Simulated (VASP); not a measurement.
# LiF (Fm-3m) in VASP: notebook, part 3 of 3

VASP 6.6.1. The steps go on from the part before.

## 5. Vibrations by perturbation theory, PBEsol (volume scaled by 1.020)

INCAR reads:

```
PREC = Accurate ; ENCUT = 520
EDIFF = 1E-8 ; ISMEAR = 0
SIGMA = 0.01 ; LREAL = False
LASPH = True ; NELM = 80
ALGO = Normal ; ISIF = 2
LWAVE = False ; LCHARG = False
GGA = PS ; IBRION = 8
NSW = 1
```

KPOINTS reads:

```
Automatic mesh
0
Gamma
  10 10 10
```

POSCAR reads:

```
LiF
1.0
    0.0000000000      2.0172416933      2.0172416933
    2.0172416933      0.0000000000      2.0172416933
    2.0172416933      2.0172416933      0.0000000000
Li F
1 1
Direct
    0.0000000000      0.0000000000      0.0000000000
    0.5000000000      0.5000000000      0.5000000000
```

Potentials or basis: VASP PAW PBE potentials, release 64 (Li_sv, F).

Launch:

```sh
$ cat potpaw_PBE.64/Li_sv/POTCAR potpaw_PBE.64/F/POTCAR > POTCAR
$ mpirun -np 1 vasp_std > vasp.out
```

OUTCAR:

```text
PREC = Accurate
   ENCUT = 520
   EDIFF = 1E-8
   ISMEAR = 0
   LREAL = False
   LASPH = True
   NELM = 80
   ISIF = 2
   GGA = PS
   IBRION = 8
   NSW = 1

 ion  position               nearest neighbor table
   1  0.000  0.000  0.000-   2 2.02   2 2.02   2 2.02   2 2.02   2 2.02   2 2.02
   2  0.500  0.500  0.500-   1 2.02   1 2.02   1 2.02   1 2.02   1 2.02   1 2.02

  LATTYP: Found a face centered cubic cell.
 ALAT       =     4.0344833866

  Lattice vectors:

 A1 = (   0.0000000000,   2.0172416933,   2.0172416933)
 A2 = (   2.0172416933,   0.0000000000,   2.0172416933)
 A3 = (   2.0172416933,   2.0172416933,   0.0000000000)

Analysis of symmetry for initial positions (statically):
=====================================================================
 Subroutine PRICEL returns:
 Original cell was already a primitive cell.

 Routine SETGRP: Setting up the symmetry group for a
 face centered cubic supercell.

 Subroutine GETGRP returns: Found 48 space group operations
 (whereof 48 operations were pure point group operations)
 out of a pool of 48 trial point group operations.

The static configuration has the point symmetry O_h .

Analysis of symmetry for dynamics (positions and initial velocities):
=====================================================================
 Subroutine PRICEL returns:
 Original cell was already a primitive cell.

 Routine SETGRP: Setting up the symmetry group for a
 face centered cubic supercell.

 Subroutine GETGRP returns: Found 48 space group operations
 (whereof 48 operations were pure point group operations)
 out of a pool of 48 trial point group operations.

[... 474 lines left out ...]
    total drift:                               -0.000000     -0.000000      0.000000

  FREE ENERGIE OF THE ION-ELECTRON SYSTEM (eV)
  ---------------------------------------------------
  free  energy   TOTEN  =        -9.8514728532 eV

  energy  without entropy=       -9.8514728532  energy(sigma->0) =       -9.85147285

[... ionic steps 2 to 3 ...]

--------------------------------------- Ionic step        4  -------------------------------------------

------------------------ aborting loop because EDIFF is reached ----------------------------------------

[... ionic steps 5 to 6 ...]

--------------------------------------- Ionic step        7  -------------------------------------------

 Free energy of the ion-electron system (eV)
  ---------------------------------------------------
  ---------------------------------------------------
  free energy    TOTEN  =        -0.51901675 eV

  energy without entropy =       -0.51901675

------------------------ aborting loop because EDIFF is reached ----------------------------------------

 INTERNAL STRAIN TENSOR  FOR ION    2  DIRECTION 1   (eV/Angst):
 -----------------------------------------------------------------------------
     0.00616  0.00000 -0.00000
     0.00000  0.00507  0.00000
    -0.00000  0.00000  0.00507

 INTERNAL STRAIN TENSOR FOR ION    2 for displacements in x,y,z  (eV/Angst):
          X           Y           Z          XY          YZ          ZX
  --------------------------------------------------------------------------------
  x     0.00000     0.00000     0.00000     0.00000     0.00000     0.00000
  y     0.00000     0.00000     0.00000     0.00000     0.00000     0.00000
  z     0.00000     0.00000     0.00000     0.00000     0.00000     0.00000

 SECOND DERIVATIVES (NOT SYMMETRIZED)
 ------------------------------------
               1X          1Y          1Z          2X          2Y          2Z
  1X    -1.614305    0.000000    0.000000    1.614305    0.000000    0.000000
  1Y     0.000000   -1.614305    0.000000    0.000000    1.614305    0.000000
  1Z     0.000000    0.000000   -1.614305    0.000000    0.000000    1.614305
  2X     1.618259    0.000000    0.000000   -1.618259    0.000000    0.000000
  2Y     0.000000    1.618259    0.000000    0.000000   -1.618259    0.000000
  2Z     0.000000    0.000000    1.618259    0.000000    0.000000   -1.618259

 Eigenvectors and eigenvalues of the dynamical matrix
 ----------------------------------------------------

   1 f  =    8.780665 THz    55.170547 2PiTHz  292.891467 cm-1    36.313897 meV
             X         Y         Z           dx          dy          dz
      0.000000  0.000000  0.000000    -0.854392    0.000000    0.000000
      2.017242  2.017242  2.017242     0.519629    0.000000    0.000000
[... 21 lines left out ...]
   6 f/i=    0.004768 THz     0.029958 2PiTHz    0.159044 cm-1     0.019719 meV
             X         Y         Z           dx          dy          dz
      0.000000  0.000000  0.000000     0.000000    0.000000   -0.519629
      2.017242  2.017242  2.017242     0.000000    0.000000   -0.854392

--------------------------------------------------------------------------------------------------------

 ELASTIC MODULI CONTR FROM IONIC RELAXATION (kBar)
 Direction    XX          YY          ZZ          XY          YZ          ZX
 --------------------------------------------------------------------------------
 XX           0.0000      0.0000      0.0000      0.0000      0.0000      0.0000
 YY           0.0000      0.0000      0.0000      0.0000      0.0000      0.0000
 ZZ           0.0000      0.0000      0.0000      0.0000      0.0000      0.0000
 XY           0.0000      0.0000      0.0000      0.0000      0.0000      0.0000
 YZ           0.0000      0.0000      0.0000      0.0000      0.0000      0.0000
 ZX           0.0000      0.0000      0.0000      0.0000      0.0000      0.0000
 --------------------------------------------------------------------------------
```

OSZICAR:

```text
N       E                     dE             d eps       ncg     rms          rms(c)
DAV:   1     0.280233259538E+02    0.28023E+02   -0.57402E+03   886   0.112E+03
DAV:   2    -0.937121101027E+01   -0.37395E+02   -0.37056E+02   926   0.200E+02
DAV:   3    -0.102699002912E+02   -0.89869E+00   -0.89723E+00  1146   0.294E+01
DAV:   4    -0.102776652519E+02   -0.77650E-02   -0.77598E-02  1082   0.265E+00
[... 49 lines left out ...]
RMM:  11    -0.519016891634E+00   -0.90217E-07    0.14963E-07  4043   0.339E-04    0.603E-06
RMM:  12    -0.519016826423E+00    0.65211E-07    0.28277E-07  4077   0.158E-04    0.153E-06
RMM:  13    -0.519016743759E+00    0.82664E-07    0.52269E-08  4083   0.718E-05    0.775E-07
RMM:  14    -0.519016750636E+00   -0.68771E-08    0.15443E-08  3809   0.346E-05    0.199E-07
 Linear response finished
```

stdout:

```text
POSCAR found type information on POSCAR LiF
 POSCAR found :  2 types and       2 ions
 scaLAPACK will be used
 -----------------------------------------------------------------------------
|                                                                             |
|                                                                             |
|     You enforced a specific xc type in the INCAR file but a different       |
|     I HOPE YOU KNOW WHAT YOU ARE DOING!                                     |
|                                                                             |
 -----------------------------------------------------------------------------

 LDA part: xc-table for (Slater+PW92), standard interpolation
 POSCAR, INCAR and KPOINTS ok, starting setup
 FFT: planning ... GRIDC
 FFT: planning ... GRID_SOFT
 FFT: planning ... GRID
 WAVECAR not read
 entering main loop
 Linear response reoptimize wavefunctions to high precision
 Linear response DOF=           2
 Linear response progress:
 first order change of Fermi-energy  -0.53843E+01
 force on displaced ion       1 direction 1 :  -1.614   0.000   0.000
 Linear response progress:
 first order change of Fermi-energy   0.53978E+01
 force on displaced ion       2 direction 1 :  -1.618   0.000   0.000
 Linear response finished
```

Wall time 30 s (1 thread of Intel Xeon 6975P-C (Granite Rapids), shared host); peak memory 0.16 GiB.

Results:

| Property | Result |
| --- | --- |
| Highest phonon frequency at Γ, LO-TO splitting left out | 293 cm⁻¹ |

Phonon frequencies in cm⁻¹ (negative: imaginary):
```
              q point        frequencies
(0.000, 0.000, 0.000)  0 0 0 293 293 293
```

Caveat: the cell wasn't relaxed at this level first, which shifts response properties.
